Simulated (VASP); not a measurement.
The system is MgS.

```
Mg S
1.0
     4.02863    0.00000    0.00000
    -2.01431    3.48889    0.00000
     0.00000    0.00000    6.45439
Mg S
2 2
Direct
  0.33333 0.66667 0.99713
  0.66667 0.33333 0.49713
  0.33333 0.66667 0.37787
  0.66667 0.33333 0.87787
```

Base run:

| Item | Value |
| --- | --- |
| Program | VASP 6.6.1 |
| Functional | r2SCAN |
| Potentials or basis | VASP PAW PBE potentials, release 64 (Mg, S) |
| Cutoff | 520 eV |
| k mesh | 6 × 6 × 4 |
| Occupations | gaussian, width 0.01 eV |
| Spin | no spin polarisation |

Its results: band gap on the k mesh 4.13 eV; pressure -0.3 GPa.

The run is repeated on the same cell with these changes: functional from r2SCAN to HSE06; k mesh from 6 × 6 × 4 to 6 × 6 × 2. What comes out?

Band gap on the k mesh 4.52 eV; pressure -0.2 GPa.

Several settings changed at once.

Caveats: some runs use coarse meshes; the PAW data sets were made with another functional, which shifts forces and pressure a little.

